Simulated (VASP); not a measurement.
# Ni (P6_3/mmc) in VASP: notebook, part 2 of 2

VASP 6.6.1.

### Step 5. Single point, PBEsol (11.20 Å³/atom)

This run uses another cell than the first one, of 11.20 Å³/atom.

The input, INCAR:

```
SYSTEM = Ni
PREC = Accurate
ENCUT = 520
EDIFF = 1E-6
ISMEAR = -1
SIGMA = 0.1
LREAL = .FALSE.
LASPH = .TRUE.
NELM = 60
ALGO = Normal
ISIF = 2
LWAVE = .FALSE.
LCHARG = .FALSE.
GGA = PS
NBANDS = 28
```

The input, KPOINTS:

```
regular mesh
0
G
  17 17 5
  0 0 0
```

The input, POSCAR:

```
Ni
1.0
    2.5086405885      0.0000000000      0.0000000000
   -1.2543202942      2.1725464786      0.0000000000
    0.0000000000      0.0000000000      8.2181870012
Ni
4
Direct
    1.0000000000      1.0000000000      0.0000000000
    1.0000000000      1.0000000000      0.5000000000
    0.3333333333      0.6666666667      0.2500000000
    0.6666666667      0.3333333333      0.7500000000
```

Potentials or basis: VASP PAW PBE potentials, release 64 (Ni).

The run is started by

```sh
cat potpaw_PBE.64/Ni/POTCAR > POTCAR
mpirun -np 1 vasp_std > vasp.out
```

OUTCAR:

```text
SYSTEM = Ni
   PREC = Accurate
   ENCUT = 520
   EDIFF = 1E-6
   ISMEAR = -1
   LREAL = .FALSE.
   LASPH = .TRUE.
   NELM = 60
   ISIF = 2
   GGA = PS

 ion  position               nearest neighbor table
   1  0.000  0.000  0.000-   3 2.51   4 2.51   3 2.51   4 2.51   4 2.51   3 2.51
   2  0.000  0.000  0.500-   3 2.51   4 2.51   3 2.51   4 2.51   4 2.51   3 2.51
   3  0.333  0.667  0.250-   1 2.51   2 2.51   1 2.51   2 2.51   1 2.51   2 2.51
   4  0.667  0.333  0.750-   1 2.51   2 2.51   1 2.51   2 2.51   1 2.51   2 2.51

  LATTYP: Found a hexagonal cell.
 ALAT       =     2.5086405885
 C/A-ratio  =     3.2759523380

  Lattice vectors:

 A1 = (   2.5086405885,   0.0000000000,   0.0000000000)
 A2 = (  -1.2543202942,   2.1725464786,   0.0000000000)
 A3 = (   0.0000000000,   0.0000000000,   8.2181870012)

Analysis of symmetry for initial positions (statically):
=====================================================================
 Subroutine PRICEL returns:
 Original cell was already a primitive cell.

 Routine SETGRP: Setting up the symmetry group for a
 hexagonal supercell.

 Subroutine GETGRP returns: Found 24 space group operations
 (whereof 12 operations were pure point group operations)
 out of a pool of 24 trial point group operations.

The static configuration has the point symmetry D_3d.
 The point group associated with its full space group is D_6h.

Analysis of symmetry for dynamics (positions and initial velocities):
=====================================================================
 Subroutine PRICEL returns:
 Original cell was already a primitive cell.

 Routine SETGRP: Setting up the symmetry group for a
 hexagonal supercell.

 Subroutine GETGRP returns: Found 24 space group operations
 (whereof 12 operations were pure point group operations)
 out of a pool of 24 trial point group operations.

The dynamic configuration has the point symmetry D_3d.
 The point group associated with its full space group is D_6h.

 Subroutine INISYM returns: Found 24 space group operations
 (whereof 12 operations are pure point group operations),
 and found     1 'primitive' translations

----------------------------------------------------------------------------------------

                                     Primitive cell

  volume of cell :      44.7903

  direct lattice vectors                    reciprocal lattice vectors
     2.508640589  0.000000000  0.000000000     0.398622268  0.230144673  0.000000000
    -1.254320294  2.172546479  0.000000000     0.000000000  0.460289347  0.000000000
     0.000000000  0.000000000  8.218187001     0.000000000  0.000000000  0.121681339

  length of vectors
     2.508640589  2.508640588  8.218187001     0.460289347  0.460289347  0.121681339

  position of ions in fractional coordinates (direct lattice)
     0.000000000  0.000000000  0.000000000
     0.000000000  0.000000000  0.500000000
     0.333333333  0.666666667  0.250000000
     0.666666667  0.333333333  0.750000000

  ion indices of the primitive-cell ions
   primitive index   ion index
                 1           1
                 2           2
                 3           3
                 4           4

----------------------------------------------------------------------------------------
[... 24 lines left out ...]

 Following reciprocal coordinates:
            Coordinates               Weight
  0.000000  0.000000  0.000000      1.000000
  0.058824  0.000000  0.000000      6.000000
  0.117647  0.000000  0.000000      6.000000
  0.176471  0.000000  0.000000      6.000000
  0.235294  0.000000  0.000000      6.000000
  0.294118  0.000000  0.000000      6.000000
[... 16 lines left out ...]
  0.411765  0.117647  0.000000     12.000000
  0.176471  0.176471  0.000000      6.000000
 [... further k-points ...]
   k-points           NKPTS =     99   k-points in BZ     NKDIM =     99   number of bands    NBANDS=     28
   number of dos      NEDOS =    301   number of ions     NIONS =      4
   total plane-waves  NPLWV =  25600
   dimension x,y,z NGX =    20 NGY =   20 NGZ =   64
   dimension x,y,z NGXF=    40 NGYF=   40 NGZF=  128
   ions per type =               4
   NGX,Y,Z   is equivalent  to a cutoff of  13.25, 13.25, 12.95 a.u.
   NGXF,Y,Z  is equivalent  to a cutoff of  26.51, 26.51, 25.89 a.u.
 SYSTEM =  Ni
   PREC   = accura    normal or accurate (medium, high low for compatibility)
   ISTART =      0    job   : 0-new  1-cont  2-samecut
   ICHARG =      2    charge: 1-file 2-atom 10-const
   ISPIN  =      1    spin polarized calculation?
   LNONCOLLINEAR =      F non collinear calculations
   LSORBIT =      F    spin-orbit coupling
   LASPH  =      T    aspherical Exc in radial PAW
   ENCUT  =  520.0 eV  38.22 Ry    6.18 a.u.   4.66  4.66 15.28*2*pi/ulx,y,z
   NELM   =     60;   NELMIN=  2; NELMDL= -5     # of ELM steps
   EDIFF  = 0.1E-05   stopping-criterion for ELM
   LREAL  =      F    real-space projection
   EDIFFG = 0.1E-04   stopping-criterion for IOM
   NSW    =      0    number of steps for IOM
   IBRION =     -1    ionic relax: 0-MD 1-quasi-New 2-CG
   NFREE  =      0    steps in history (QN), initial steepest desc. (CG)
   ISIF   =      2    stress and relaxation
   ISYM   =      2    0-nonsym 1-usesym 2-fastsym
   POTIM  = 0.5000    time-step for ionic-motion
   TEBEG  =    0.0;   TEEND  =   0.0 temperature during run
   PSTRESS=    0.0 pullay stress
   NELECT =      40.0000    total number of electrons
   NUPDOWN=      -1.0000    fix difference up-down
   EMIN   =  10.00;   EMAX   =-10.00  energy-range for DOS
   EFERMI =   0.00;   METHOD = LEGACY
   ISMEAR =    -1;   SIGMA  =   0.10  broadening in eV -4-tet -1-fermi 0-gaus
   EFERMI_NEDOS =   21; number of points for ismear=-14 and -15
   IALGO  =     38    algorithm
   IMIX   =      4    mixing-type and parameters
     AMIX     =   0.40;   BMIX     =  1.00
     AMIX_MAG =   1.60;   BMIX_MAG =  1.00
  volume/ion in A,a.u.               =      11.20        75.56
  Fermi-wavevector in a.u.,A,eV,Ry     =   1.576523  2.979197 33.816258  2.485425
  Thomas-Fermi vector in A             =   2.677343
   LORBIT       =      0    0 simple, 1 ext, 2 COOP (PROOUT), +10 PAW based schemes
   GGA     = PS    functional components
   LHFCALC =     F    Hartree Fock is set to
   AEXX    =    0.0000 exact exchange contribution
   IVDW    =     0    specifies the selected vdW correction
   LEPSILON=     F    determine dielectric tensor
   LRPA    =     F    only Hartree local field effects (RPA)
 non-spin polarized calculation
  energy-cutoff  :      520.00
  volume of cell :       44.79
 maximum number of plane-waves:      1231
 NGX is ok and might be reduce to    20
   NGX =  9   NGY =  9   NGZ = 31

 number of electron      40.0000023 magnetization

 Free energy of the ion-electron system (eV)
  ---------------------------------------------------
  ext. energy  EPLUGINS =         0.00000000
  ---------------------------------------------------
  free energy    TOTEN  =       -24.33150054 eV

  energy without entropy =      -23.96222940  energy(sigma->0) =      -24.14686497

 E-fermi :   8.6345     XC(G=0): -13.2630

 val. band max:        8.6344695915   @ k =   0.2941   0.1765   0.0000
 cond. band min:       8.6345609884   @ k =   0.4118   0.0588   0.0000
 fundamental gap:      0.0000913969
 Fermi energy:         8.6344727910

 k-point     1 :       0.0000    0.0000    0.0000
  band No.  band energies     occupation
      1      -0.0789      2.00000
      2       2.1195      2.00000
      3       2.1195      2.00000
      4       4.3180      2.00000
      5       6.4543      2.00000
      6       6.4809      2.00000
[... 733 lines left out ...]
     27      20.7989      0.00000
     28      22.6924      0.00000

 [... further k-points ...]

------------------------ aborting loop because EDIFF is reached ----------------------------------------

  FORCE on cell =-STRESS in cart. coord.  units (eV):
  Direction    XX          YY          ZZ          XY          YZ          ZX
  --------------------------------------------------------------------------------------
  -------------------------------------------------------------------------------------
  Total       -4.0594540     -4.0594540     -4.0508428     -0.0000000      0.0000000      0.0000000
  in kB     -145.2093781   -145.2093781   -144.9013506     -0.0000000      0.0000000      0.0000000
  external PRESSURE =    -145.1067023 kB  Pullay stress =       0.0000000 kB

 VOLUME and BASIS-vectors are now :
 -----------------------------------------------------------------------------
  energy-cutoff  :      520.00
  volume of cell :       44.79
      direct lattice vectors                 reciprocal lattice vectors
     2.508640589  0.000000000  0.000000000     0.398622268  0.230144673  0.000000000
    -1.254320294  2.172546479  0.000000000     0.000000000  0.460289347  0.000000000
     0.000000000  0.000000000  8.218187001     0.000000000  0.000000000  0.121681339

 POSITION                                       TOTAL-FORCE (eV/Angst)
 -----------------------------------------------------------------------------------
      0.00000      0.00000      0.00000        -0.000000      0.000000      0.000000
      0.00000      0.00000      4.10909        -0.000000      0.000000      0.000000
     -0.00000      1.44836      2.05455         0.000000      0.000000     -0.000000
      1.25432      0.72418      6.16364        -0.000000     -0.000000      0.000000
 -----------------------------------------------------------------------------------
    total drift:                                0.000000     -0.000000      0.000000

  FREE ENERGIE OF THE ION-ELECTRON SYSTEM (eV)
  ---------------------------------------------------
  free  energy   TOTEN  =       -24.3315005429 eV

  energy  without entropy=      -23.9622293975  energy(sigma->0) =      -24.14686497
```

Wall time 62 s (1 thread of Intel Xeon 6975P-C (Granite Rapids), shared host); peak memory 0.22 GiB.

What came out:

| Property | Result |
| --- | --- |
| Free energy | -24.3315 eV |
| Pressure | -14.5 GPa |
| Band gap on the k mesh | zero (bands 20 and 21 overlap by 0.54 eV) |

Levels at points of the mesh, in eV from the Fermi level:
| k point | band 18 | band 19 | band 20 | band 21 | band 22 | band 23 |
| --- | --- | --- | --- | --- | --- | --- |
| (0.00, 0.00, 0.00) | -0.65 | -0.65 | -0.43 | -0.43 | -0.18 | -0.09 |

Caveat: the cell stands under tension; the PAW data sets were made with another functional, which shifts forces and pressure a little; the run has no spin polarisation, though such a crystal can be magnetic. Spin polarisation is off, so any magnetic state and its effect on volume and gap are missing.

### Step 6. Single point, PBEsol (11.61 Å³/atom)

This run uses another cell than the first one, of 11.61 Å³/atom.

The input, INCAR:

```
SYSTEM = Ni
PREC = Accurate
ENCUT = 520
EDIFF = 1E-7
ISMEAR = -1
SIGMA = 0.1
LREAL = .False.
LASPH = .True.
NELM = 80
ALGO = Normal
ISIF = 2
LWAVE = .False.
LCHARG = .False.
GGA = PS
NBANDS = 28
```

The input, KPOINTS:

```
Automatic mesh
0
Gamma
  17 17 5
  0 0 0
```

The input, POSCAR:

```
Ni
1.0
    2.5392367818      0.0000000000      0.0000000000
   -1.2696183909      2.1990435592      0.0000000000
    0.0000000000      0.0000000000      8.3184186722
Ni
4
Direct
    1.0000000000      1.0000000000      0.0000000000
    1.0000000000      1.0000000000      0.5000000000
    0.3333333333      0.6666666667      0.2500000000
    0.6666666667      0.3333333333      0.7500000000
```

Potentials or basis: VASP PAW PBE potentials, release 64 (Ni).

The run is started by

```sh
cat potpaw_PBE.64/Ni/POTCAR > POTCAR
mpirun -np 1 vasp_std > vasp.out
```

Wall time 62 s (1 thread of Intel Xeon 6975P-C (Granite Rapids), shared host); peak memory 0.22 GiB.

It converged, with:

| Property | Result |
| --- | --- |
| Free energy | -24.1542 eV |
| Pressure | -19.5 GPa |
| Band gap on the k mesh | zero (bands 20 and 21 overlap by 0.51 eV) |

Levels at points of the mesh, in eV from the Fermi level:
| k point | band 16 | band 17 | band 18 | band 19 | band 20 | band 21 | band 22 | band 23 | band 24 | band 25 |
| --- | --- | --- | --- | --- | --- | --- | --- | --- | --- | --- |
| (0.00, 0.00, 0.00) | -0.89 | -0.89 | -0.62 | -0.62 | -0.41 | -0.41 | -0.11 | -0.09 | -0.09 | 5.53 |

Caveat: the cell stands under tension; the PAW data sets were made with another functional, which shifts forces and pressure a little; the run has no spin polarisation, though such a crystal can be magnetic. Spin polarisation is off, so any magnetic state and its effect on volume and gap are missing.

### Step 7. Overview

| cell | gap on the mesh (eV) | pressure (GPa) |
| --- | --- | --- |
| a = 2.412, b = 2.412, c = 7.902 Å, angles 90.0, 90.0, 120.0°, 4 atoms | none | 10.4 |
| a = 2.445, b = 2.445, c = 8.010 Å, angles 90.0, 90.0, 120.0°, 4 atoms | none | 0.0 |
| a = 2.477, b = 2.477, c = 8.115 Å, angles 90.0, 90.0, 120.0°, 4 atoms | none | -8.1 |
| a = 2.509, b = 2.509, c = 8.218 Å, angles 90.0, 90.0, 120.0°, 4 atoms | none | -14.5 |
| a = 2.539, b = 2.539, c = 8.318 Å, angles 90.0, 90.0, 120.0°, 4 atoms | none | -19.5 |

Alike in all rows: task single point; level PBEsol; potentials or basis VASP PAW PBE potentials, release 64 (Ni); no spin polarisation; k mesh 17 × 17 × 5; cutoff (eV) 520; smearing fermi-dirac 0.1 eV.

Caveats: the PAW data sets were made with another functional, which shifts forces and pressure a little; the run has no spin polarisation, though such a crystal can be magnetic; the cell stands under tension (at least some runs); the cell stands under pressure (at least some runs).

Absolute energies hang on the potentials; compare differences alone.
